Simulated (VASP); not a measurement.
Ta3N:

```
Ta N
1.0
     3.03222    0.00000    0.00000
    -1.51611    2.62598    0.00000
     0.00000    0.00000    7.52414
Ta N
3 1
Direct
  0.66667 0.33333 0.82607
  0.33333 0.66667 0.17393
  0.00000 0.00000 0.50000
  0.00000 0.00000 0.00000
```

Base run:

| Item | Value |
| --- | --- |
| Program | VASP 6.6.1 |
| Functional | PBE |
| Potentials or basis | VASP PAW PBE potentials, release 64 (Ta_pv, N) |
| Cutoff | 520 eV |
| k mesh | 10 × 10 × 4 |
| Occupations | fermi-dirac, width 0.05 eV |
| Spin | no spin polarisation |

Its results: band gap on the k mesh zero (band 19 reaches 7.03 eV, above the bottom of band 20 at 6.38 eV); pressure -0.4 GPa; largest force 0.084 eV/Å.

The run is repeated on the same cell with these changes: functional from PBE to PBEsol. What comes out?

Band gap on the k mesh zero (band 19 reaches 6.88 eV, above the bottom of band 20 at 6.22 eV); pressure -7.8 GPa; largest force 0.342 eV/Å.

PBEsol binds more tightly than PBE, so the same cell stands under less pressure.

Caveats: spin-orbit coupling is left out, which moves the levels of the heavy elements; the PAW data sets were made with another functional, which shifts forces and pressure a little (some runs).
